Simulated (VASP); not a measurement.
# B3N (R-3) in VASP: notebook

B3N is run at these levels: PBE; tasks: single point.

Everything below comes from runs of VASP 6.6.1. Logs are shortened: lines on timing, memory, paths and dates and some standing lists are left out, and cuts for length are marked.

## 1. The cell of the first run

Symmetry: R-3, No. 148, trigonal system. Conventional cell: a = 4.134 Å, b = 4.134 Å, c = 11.514 Å, α = 90.00°, β = 90.00°, γ = 120.00°. B (site symmetry 1) has 2 N at 1.67 Å within 2.2 Å. Within 2.2 Å of N (site symmetry 3) lie 6 B at 1.67 Å.

## 2. Single point, PBE

Input file INCAR:

```
PREC     = Accurate       # precision mode
ENCUT    = 520            # plane-wave cutoff, eV
EDIFF    = 1E-7           # SCF threshold, eV
ISMEAR   = 0              # smearing method
SIGMA    = 0.1            # smearing width, eV
LREAL    = False          # projectors in reciprocal space
LASPH    = True           # aspherical terms in the spheres
NELM     = 60             # most SCF steps
ALGO     = Normal         # electronic algorithm
ISIF     = 2              # what is computed and relaxed
LWAVE    = False          # write WAVECAR
LCHARG   = False          # write CHGCAR
GGA      = PE             # functional
NBANDS   = 24             # bands
```

Input file KPOINTS:

```
regular mesh
0
Gamma
  6 6 6
```

Input file POSCAR:

```
B3N
1.0
    2.0670411900      1.1934067875      3.8379311225
   -2.0670411900      1.1934067875      3.8379311225
    0.0000000000     -2.3868135750      3.8379311225
B N
6 2
Direct
    0.0820000000      0.4153000000      0.7487000000
    0.7487000000      0.0820000000      0.4153000000
    0.4153000000      0.7487000000      0.0820000000
    0.9180000000      0.5847000000      0.2513000000
    0.2513000000      0.9180000000      0.5847000000
    0.5847000000      0.2513000000      0.9180000000
    0.3333000000      0.3333000000      0.3333000000
    0.6667000000      0.6667000000      0.6667000000
```

Potentials or basis: VASP PAW PBE potentials, release 64 (B, N).

On the command line:

```
cat potpaw_PBE.64/B/POTCAR potpaw_PBE.64/N/POTCAR > POTCAR
mpirun -np 1 vasp_std > vasp.out
```

OUTCAR:

```text
PREC = Accurate
   ENCUT = 520
   EDIFF = 1E-7
   ISMEAR = 0
   LREAL = False
   LASPH = True
   NELM = 60
   ISIF = 2
   GGA = PE

 ion  position               nearest neighbor table
   1  0.082  0.415  0.749-   8 1.67   7 1.67
   2  0.749  0.082  0.415-   8 1.67   7 1.67
   3  0.415  0.749  0.082-   8 1.67   7 1.67
   4  0.918  0.585  0.251-   7 1.67   8 1.67
   5  0.251  0.918  0.585-   7 1.67   8 1.67
   6  0.585  0.251  0.918-   7 1.67   8 1.67
   7  0.333  0.333  0.333-   4 1.67   6 1.67   5 1.67   2 1.67   3 1.67   1 1.67
   8  0.667  0.667  0.667-   1 1.67   3 1.67   2 1.67   5 1.67   6 1.67   4 1.67

  LATTYP: Found a trigonal (rhomboedric) cell.
 ALAT       =     4.5195790006
 COS(alpha) =     0.5816572053

  Lattice vectors:

 A1 = (   2.0670411900,   1.1934067875,   3.8379311225)
 A2 = (  -2.0670411900,   1.1934067875,   3.8379311225)
 A3 = (   0.0000000000,  -2.3868135750,   3.8379311225)

Analysis of symmetry for initial positions (statically):
=====================================================================
 Subroutine PRICEL returns:
 Original cell was already a primitive cell.

 Routine SETGRP: Setting up the symmetry group for a
 trigonal (rhombohedral) supercell.

 Subroutine GETGRP returns: Found  6 space group operations
 (whereof  6 operations were pure point group operations)
 out of a pool of 12 trial point group operations.

The static configuration has the point symmetry S_6 .

Analysis of symmetry for dynamics (positions and initial velocities):
=====================================================================
 Subroutine PRICEL returns:
 Original cell was already a primitive cell.

 Routine SETGRP: Setting up the symmetry group for a
 trigonal (rhombohedral) supercell.

 Subroutine GETGRP returns: Found  6 space group operations
 (whereof  6 operations were pure point group operations)
 out of a pool of 12 trial point group operations.

The dynamic configuration has the point symmetry S_6 .

 Subroutine INISYM returns: Found  6 space group operations
 (whereof  6 operations are pure point group operations),
 and found     1 'primitive' translations

----------------------------------------------------------------------------------------

                                     Primitive cell

  volume of cell :      56.8049

  direct lattice vectors                    reciprocal lattice vectors
     2.067041190  1.193406788  3.837931123     0.241891648  0.139656208  0.086852349
    -2.067041190  1.193406788  3.837931123    -0.241891648  0.139656208  0.086852349
     0.000000000 -2.386813575  3.837931123     0.000000000 -0.279312416  0.086852349

  length of vectors
     4.519579001  4.519579001  4.519579001     0.292504284  0.292504284  0.292504284

  position of ions in fractional coordinates (direct lattice)
     0.082000000  0.415300000  0.748700000
     0.748700000  0.082000000  0.415300000
     0.415300000  0.748700000  0.082000000
     0.918000000  0.584700000  0.251300000
     0.251300000  0.918000000  0.584700000
     0.584700000  0.251300000  0.918000000
     0.333300000  0.333300000  0.333300000
     0.666700000  0.666700000  0.666700000

  ion indices of the primitive-cell ions
   primitive index   ion index
                 1           1
                 2           2
                 3           3
                 4           4
                 5           5
                 6           6
                 7           7
                 8           8

----------------------------------------------------------------------------------------

 KPOINTS: regular mesh

Automatic generation of k-mesh.
 Grid dimensions read from file:
 generate k-points for:    6    6    6

 Generating k-lattice:

  Cartesian coordinates                     Fractional coordinates (reciprocal lattice)
     0.040315275  0.023276035  0.014475392     0.166666667  0.000000000  0.000000000
    -0.040315275  0.023276035  0.014475392     0.000000000  0.166666667  0.000000000
     0.000000000 -0.046552069  0.014475392     0.000000000  0.000000000  0.166666667

  Length of vectors
     0.048750714  0.048750714  0.048750714

  Shift w.r.t. Gamma in fractional coordinates (k-lattice)
     0.000000000  0.000000000  0.000000000

 Subroutine IBZKPT returns following result:
 ===========================================

 Found     40 irreducible k-points:

 Following reciprocal coordinates:
            Coordinates               Weight
  0.000000  0.000000  0.000000      1.000000
  0.166667  0.000000  0.000000      6.000000
  0.333333  0.000000  0.000000      6.000000
  0.500000  0.000000  0.000000      3.000000
  0.166667  0.166667  0.000000      6.000000
  0.333333  0.166667  0.000000      6.000000
[... 16 lines left out ...]
  0.333333  0.333333  0.166667      6.000000
  0.500000  0.333333  0.166667      6.000000
 [... further k-points ...]
   k-points           NKPTS =     40   k-points in BZ     NKDIM =     40   number of bands    NBANDS=     24
   number of dos      NEDOS =    301   number of ions     NIONS =      8
   total plane-waves  NPLWV =  46656
   dimension x,y,z NGX =    36 NGY =   36 NGZ =   36
   dimension x,y,z NGXF=    72 NGYF=   72 NGZF=   72
   ions per type =               6   2
   NGX,Y,Z   is equivalent  to a cutoff of  13.24, 13.24, 13.24 a.u.
   NGXF,Y,Z  is equivalent  to a cutoff of  26.48, 26.48, 26.48 a.u.
 SYSTEM =  unknown system
   PREC   = accura    normal or accurate (medium, high low for compatibility)
   ISTART =      0    job   : 0-new  1-cont  2-samecut
   ICHARG =      2    charge: 1-file 2-atom 10-const
   ISPIN  =      1    spin polarized calculation?
   LNONCOLLINEAR =      F non collinear calculations
   LSORBIT =      F    spin-orbit coupling
   LASPH  =      T    aspherical Exc in radial PAW
   ENCUT  =  520.0 eV  38.22 Ry    6.18 a.u.   8.40  8.40  8.40*2*pi/ulx,y,z
   NELM   =     60;   NELMIN=  2; NELMDL= -5     # of ELM steps
   EDIFF  = 0.1E-06   stopping-criterion for ELM
   LREAL  =      F    real-space projection
   EDIFFG = 0.1E-05   stopping-criterion for IOM
   NSW    =      0    number of steps for IOM
   IBRION =     -1    ionic relax: 0-MD 1-quasi-New 2-CG
   NFREE  =      0    steps in history (QN), initial steepest desc. (CG)
   ISIF   =      2    stress and relaxation
   ISYM   =      2    0-nonsym 1-usesym 2-fastsym
   POTIM  = 0.5000    time-step for ionic-motion
   TEBEG  =    0.0;   TEEND  =   0.0 temperature during run
   PSTRESS=    0.0 pullay stress
   NELECT =      28.0000    total number of electrons
   NUPDOWN=      -1.0000    fix difference up-down
   EMIN   =  10.00;   EMAX   =-10.00  energy-range for DOS
   EFERMI =   0.00;   METHOD = LEGACY
   ISMEAR =     0;   SIGMA  =   0.10  broadening in eV -4-tet -1-fermi 0-gaus
   EFERMI_NEDOS =   21; number of points for ismear=-14 and -15
   IALGO  =     38    algorithm
   IMIX   =      4    mixing-type and parameters
     AMIX     =   0.40;   BMIX     =  1.00
     AMIX_MAG =   1.60;   BMIX_MAG =  1.00
  volume/ion in A,a.u.               =       7.10        47.92
  Fermi-wavevector in a.u.,A,eV,Ry     =   1.293199  2.443792 22.753902  1.672365
  Thomas-Fermi vector in A             =   2.424860
   LORBIT       =      0    0 simple, 1 ext, 2 COOP (PROOUT), +10 PAW based schemes
   GGA     = PE    functional components
   LHFCALC =     F    Hartree Fock is set to
   AEXX    =    0.0000 exact exchange contribution
   IVDW    =     0    specifies the selected vdW correction
   LEPSILON=     F    determine dielectric tensor
   LRPA    =     F    only Hartree local field effects (RPA)
 non-spin polarized calculation
 Gauss-broadening in eV      SIGMA  =   0.10
  energy-cutoff  :      520.00
  volume of cell :       56.80
 maximum number of plane-waves:      1557
 NGX is ok and might be reduce to    36
   NGX = 17   NGY = 17   NGZ = 17

 number of electron      27.9999999 magnetization

 Free energy of the ion-electron system (eV)
  ---------------------------------------------------
  ext. energy  EPLUGINS =         0.00000000
  ---------------------------------------------------
  free energy    TOTEN  =       -43.07493464 eV

  energy without entropy =      -43.06254245  energy(sigma->0) =      -43.06873855

 E-fermi :   8.8392     XC(G=0): -12.2226

 val. band max:        8.8379488927   @ k =  -0.3333   0.3333   0.3333
 cond. band min:       8.8835326543   @ k =   0.5000   0.5000   0.1667
 fundamental gap:      0.0455837615
 Fermi energy:         8.8391758166

 k-point     1 :       0.0000    0.0000    0.0000
  band No.  band energies     occupation
      1     -14.4351      2.00000
      2      -9.7437      2.00000
      3      -4.0206      2.00000
      4      -4.0206      2.00000
      5      -3.1905      2.00000
      6      -1.7141      2.00000
[... 16 lines left out ...]
     23      14.0518      0.00000
     24      14.7986      0.00000

 k-point     2 :       0.1667    0.0000    0.0000
  band No.  band energies     occupation
      1     -14.2421      2.00000
      2     -10.2262      2.00000
      3      -4.2745      2.00000
      4      -3.8302      2.00000
      5      -3.2672      2.00000
      6      -1.6631      2.00000
[... 16 lines left out ...]
     23      14.7767      0.00000
     24      15.2452      0.00000

 k-point     3 :       0.3333    0.0000    0.0000
  band No.  band energies     occupation
      1     -13.7118      2.00000
      2     -11.2343      2.00000
      3      -4.6606      2.00000
      4      -4.0496      2.00000
      5      -3.1247      2.00000
      6      -1.9518      2.00000
[... 16 lines left out ...]
     23      14.8183      0.00000
     24      15.1309      0.00000
[... 514 lines left out ...]
 k-point    23 :       0.3333    0.3333    0.1667
  band No.  band energies     occupation
      1     -14.1352      2.00000
      2     -10.2639      2.00000
      3      -4.9327      2.00000
      4      -4.4076      2.00000
      5      -3.7629      2.00000
      6      -1.1390      2.00000
[... 16 lines left out ...]
     23      14.3850      0.00000
     24      14.9573      0.00000

 k-point    24 :       0.5000    0.3333    0.1667
  band No.  band energies     occupation
      1     -13.7552      2.00000
      2     -10.9995      2.00000
      3      -5.1373      2.00000
      4      -4.6982      2.00000
      5      -3.2275      2.00000
      6      -1.4502      2.00000
[... 16 lines left out ...]
     23      14.1155      0.00000
     24      14.7028      0.00000

 [... further k-points ...]
[... 5 lines left out ...]
  --------------------------------------------------------------------------------------
  -------------------------------------------------------------------------------------
  Total       -0.7062877     -0.7062877     -8.8548615      0.0000000      0.0000000      0.0000000
  in kB      -19.9207727    -19.9207727   -249.7504577      0.0000011      0.0000000      0.0000000
  external PRESSURE =     -96.5306677 kB  Pullay stress =       0.0000000 kB

 VOLUME and BASIS-vectors are now :
 -----------------------------------------------------------------------------
  energy-cutoff  :      520.00
  volume of cell :       56.80
      direct lattice vectors                 reciprocal lattice vectors
     2.067041190  1.193406788  3.837931123     0.241891648  0.139656208  0.086852349
    -2.067041190  1.193406788  3.837931123    -0.241891648  0.139656208  0.086852349
     0.000000000 -2.386813575  3.837931123     0.000000000 -0.279312416  0.086852349

 POSITION                                       TOTAL-FORCE (eV/Angst)
 -----------------------------------------------------------------------------------
     -0.68894     -1.19353      4.78206         1.422066     -1.609888      3.673128
      1.37810      0.00012      4.78206         0.683171      2.036489      3.673128
     -0.68915      1.19341      4.78206        -2.105237     -0.426601      3.673128
      0.68894      1.19353      6.73173        -1.422066      1.609888     -3.673128
     -1.37810     -0.00012      6.73173        -0.683171     -2.036489     -3.673128
      0.68915     -1.19341      6.73173         2.105237      0.426601     -3.673128
      0.00000      0.00000      3.83755         0.000000      0.000000     -0.374444
      0.00000      0.00000      7.67625         0.000000      0.000000      0.374444
 -----------------------------------------------------------------------------------
    total drift:                               -0.000000     -0.000000      0.000000

  FREE ENERGIE OF THE ION-ELECTRON SYSTEM (eV)
  ---------------------------------------------------
  free  energy   TOTEN  =       -43.0749346381 eV

  energy  without entropy=      -43.0625424522  energy(sigma->0) =      -43.06873855
```

It used 130 s of CPU time on 1 thread of AMD EPYC 7R13 Processor (Zen 3) (shared host).

Results:

| Item | Value |
| --- | --- |
| Free energy | -43.0749 eV |
| Pressure | -9.7 GPa |
| Largest force | 4.255 eV/Å |
| Band gap on the k mesh | zero (band 14 reaches 9.11 eV, above the bottom of band 15 at 6.08 eV) |

Forces on the atoms (eV/Å):
```
B    1.422 -1.610  3.673
B    0.683  2.036  3.673
B   -2.105 -0.427  3.673
B   -1.422  1.610 -3.673
B   -0.683 -2.036 -3.673
B    2.105  0.427 -3.673
N    0.000  0.000 -0.374
N    0.000  0.000  0.374
```

Caveat: forces of over 1 eV/Å act on the atoms, so gaps and moduli don't describe the material at rest.

## 3. Single point, PBE, collinear spin, ferromagnetic start

Input file INCAR:

```
ALGO = Normal
EDIFF = 1E-6
ENCUT = 520
GGA = PE
ISIF = 2
ISMEAR = 0
ISPIN = 2
LASPH = True
LCHARG = False
LORBIT = 11
LREAL = False
LWAVE = False
MAGMOM = 0 0 0 0 0 0 1 1
NBANDS = 28
NELM = 150
PREC = Accurate
SIGMA = 0.1
```

Input file KPOINTS:

```
k-points
0
Gamma
  6 6 6
```

POSCAR is that of step 2.

Potentials or basis: VASP PAW PBE potentials, release 64 (B, N).

On the command line:

```
cat potpaw_PBE.64/B/POTCAR potpaw_PBE.64/N/POTCAR > POTCAR
mpirun -np 1 vasp_std > vasp.out
```

It used 300 s of CPU time on 1 thread of AMD EPYC 7R13 Processor (Zen 3), on a shared host.

The run converged. Its results:

```yaml
Free_energy: -43.0749 eV
Pressure: -9.6 GPa
Largest_force: 4.255 eV/Å
Band_gap_on_the_k_mesh: zero (filled and empty bands overlap)
Net_moment: 0.00 μB per cell
Valence_electrons_inside_the_program's_atomic_spheres: B 1.59; N 3.89
```

Forces on the atoms (eV/Å):
```
B    1.422 -1.610  3.673
B    0.683  2.036  3.673
B   -2.105 -0.427  3.673
B   -1.422  1.610 -3.673
B   -0.683 -2.036 -3.673
B    2.105  0.427 -3.673
N    0.000  0.000 -0.374
N    0.000  0.000  0.374
```

Stress tensor (GPa, compression positive):
```
 -1.99   0.00   0.00
  0.00  -1.99   0.00
  0.00   0.00 -24.97
```

Levels at points of the mesh, in eV from the Fermi level:
Spin up:
| k point | band 10 | band 11 | band 12 | band 13 | band 14 | band 15 | band 16 | band 17 | band 18 | band 19 |
| --- | --- | --- | --- | --- | --- | --- | --- | --- | --- | --- |
| (0.00, 0.00, 0.00) | -5.55 | -3.47 | -3.47 | -2.79 | -2.79 | -2.76 | 2.01 | 2.01 | 4.63 | 4.77 |
| (0.50, 0.00, 0.00) | -7.00 | -5.75 | -3.44 | -3.40 | -0.85 | 1.19 | 1.97 | 3.02 | 3.55 | 4.01 |
| (0.50, 0.50, 0.00) | -5.89 | -4.09 | -3.51 | -0.94 | -0.28 | -0.05 | -0.01 | 1.23 | 2.83 | 2.99 |
| (0.50, 0.50, 0.50) | -5.97 | -2.39 | -2.39 | -1.89 | -1.89 | 0.32 | 0.95 | 1.48 | 1.48 | 3.01 |
Spin down:
```
           k point  band 11  band 12  band 13  band 14  band 15  band 16  band 17  band 18
(0.00, 0.00, 0.00)    -3.47    -3.47    -2.79    -2.79    -2.76     2.01     2.01     4.63
(0.50, 0.00, 0.00)    -5.75    -3.44    -3.40    -0.85     1.19     1.97     3.02     3.55
(0.50, 0.50, 0.00)    -4.09    -3.51    -0.94    -0.28    -0.05    -0.01     1.23     2.83
(0.50, 0.50, 0.50)    -2.39    -2.39    -1.89    -1.89     0.32     0.95     1.48     1.48
```

Caveat: forces of over 1 eV/Å act on the atoms, so gaps and moduli don't describe the material at rest.
